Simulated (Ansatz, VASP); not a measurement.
ZnAu: VASP beside Ansatz

File INCAR:

```
SYSTEM = ZnAu
ALGO = Fast
EDIFF = 1E-6
ENCUT = 520
GGA = PS
ISIF = 2
ISMEAR = 0
LASPH = .TRUE.
LCHARG = .FALSE.
LREAL = .FALSE.
LWAVE = .FALSE.
NBANDS = 18
NELM = 100
PREC = Accurate
SIGMA = 0.15
```

The input KPOINTS:

```
k-points
0
G
  16 16 16
  0 0 0
```

The input POSCAR:

```
ZnAu
1.0
    3.1470000000      0.0000000000      0.0000000000
    0.0000000000      3.1470000000      0.0000000000
    0.0000000000      0.0000000000      3.1470000000
Zn Au
1 1
Direct
    0.5000000000      0.5000000000      0.5000000000
   -0.0674077008      0.0674077008      0.0000000000
```

Input for Ansatz:

```yaml
crystal:
  lattice:
    - [3.147, 0.0, 0.0]
    - [0.0, 3.147, 0.0]
    - [0.0, 0.0, 3.147]
  atoms:
    - { symbol: Zn, position: [0.5, 0.5, 0.5] }
    - { symbol: Au, position: [-0.0674077008, 0.0674077008, 0.0] }
basis:
  ecutwfc: 420
kpoints:
  mp_grid: { grid: [16, 16, 16] }
hamiltonian:
  xc: pbesol
scf:
  occupations: { method: gaussian, width: 0.15 }
output:
  forces: true
  stress: true
  eigenvalues: true
```

Change from the starting cell: all Au atoms moved -0.300 Å, as atom 2 along Cartesian [1 -1 0].

Alike in both runs: task single point; functional PBEsol; k mesh 16 × 16 × 16; occupations gaussian, width 0.15 eV; no spin polarisation.

|  | VASP | Ansatz |
| --- | --- | --- |
| version | VASP 6.6.1 | Ansatz 0.2.0 |
| potentials or method | VASP PAW PBE potentials, release 64 (Zn, Au), cutoff 520 eV | scalar-relativistic, plane waves, PAW |
| valence electrons in the cell | 23 | 31 |

```csv
,VASP,Ansatz,Ansatz less VASP
gap on the k mesh at the Fermi level (eV),none,none,-
pressure (GPa),2.6,2.3,-0.28
"traceless stress, the component that is largest in VASP (GPa)",-4.39,-4.33,+0.063
rms of the force components (eV/Å),0.760,0.746,-0.0142
```

VASP's potentials were made for PBE, not for PBEsol. Atom by atom the forces differ by 0.014 eV/Å (rms over components). A gap of «none» marks a metal or a gap that the smearing closes. VASP's potentials hold 23 valence electrons a cell and Ansatz's 31, so a difference there can come from the potentials and not from the codes.

Neither program's run includes spin-orbit coupling.
